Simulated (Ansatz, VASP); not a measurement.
## Al3Cu2: VASP beside Ansatz

The input INCAR:

```
SYSTEM = Al3Cu2
ALGO = Fast
EDIFF = 1E-7
ENCUT = 520
GGA = PS
ISIF = 2
ISMEAR = 0
LASPH = .TRUE.
LCHARG = .TRUE.
LELF = .TRUE.
LREAL = .FALSE.
LVHAR = .TRUE.
LWAVE = .FALSE.
NBANDS = 42
NELM = 100
PREC = Accurate
SIGMA = 0.15
```

KPOINTS

```
k-points
0
G
  13 13 5
  0 0 0
```

POSCAR

```
Al3Cu2
1.0
   -2.0492928026     -3.5494792536      0.0000000000
    2.0492928026     -3.5494792536      0.0000000000
    0.0000000000      0.0000000000     15.9642016679
Al Cu
6 4
Direct
    1.0000000000      1.0000000000      0.3367026239
    1.0000000000      1.0000000000      0.0246230763
    0.6666666667      0.6666666667      0.4464004530
    0.6666666667      0.6666666667      0.1343209054
    0.3333333333      0.3333333333      0.5390843424
    0.3333333333      0.3333333333      0.2270047948
    0.6666666667      0.6666666667      0.5995641031
    0.6666666667      0.6666666667      0.2874845556
    0.3333333333      0.3333333333      0.3859206922
    0.3333333333      0.3333333333      0.0738411446
```

Input for Ansatz:

```yaml
crystal:
  lattice:
    - [-2.0492928026, -3.5494792536, 0.0]
    - [2.0492928026, -3.5494792536, 0.0]
    - [0.0, 0.0, 15.9642016679]
  atoms:
    - { symbol: Al, position: [1.0, 1.0, 0.3367026239] }
    - { symbol: Al, position: [1.0, 1.0, 0.0246230763] }
    - { symbol: Al, position: [0.6666666667, 0.6666666667, 0.446400453] }
    - { symbol: Al, position: [0.6666666667, 0.6666666667, 0.1343209054] }
    - { symbol: Al, position: [0.3333333333, 0.3333333333, 0.5390843424] }
    - { symbol: Al, position: [0.3333333333, 0.3333333333, 0.2270047948] }
    - { symbol: Cu, position: [0.6666666667, 0.6666666667, 0.5995641031] }
    - { symbol: Cu, position: [0.6666666667, 0.6666666667, 0.2874845556] }
    - { symbol: Cu, position: [0.3333333333, 0.3333333333, 0.3859206922] }
    - { symbol: Cu, position: [0.3333333333, 0.3333333333, 0.0738411446] }
basis:
  ecutwfc: 420
kpoints:
  mp_grid: { grid: [13, 13, 5] }
hamiltonian:
  xc: pbesol
scf:
  occupations: { method: gaussian, width: 0.15 }
output:
  forces: true
  stress: true
  eigenvalues: true
```

Alike in both runs: task single point; functional PBEsol; k mesh 13 × 13 × 5; occupations gaussian, width 0.15 eV; no spin polarisation.

|  | VASP | Ansatz |
| --- | --- | --- |
| version | VASP 6.6.1 | Ansatz 0.2.0 |
| potentials or method | VASP PAW PBE potentials, release 64 (Al, Cu), cutoff 520 eV | scalar-relativistic, plane waves, PAW |
| valence electrons in the cell | 62 | 94 |

```tsv
	VASP	Ansatz	Ansatz less VASP
gap on the k mesh at the Fermi level (eV)	none	none	-
rms of the force components (eV/Å)	0.286	0.292	+0.0061
```

VASP's potentials were made for PBE, not for PBEsol. Atom by atom the forces differ by 0.009 eV/Å (rms over components). A gap of «none» marks a metal or a gap that the smearing closes. The functional is the same, so the differences come from potentials, cutoffs and numerics. VASP's potentials hold 62 valence electrons a cell and Ansatz's 94, so a difference there can come from the potentials and not from the codes.
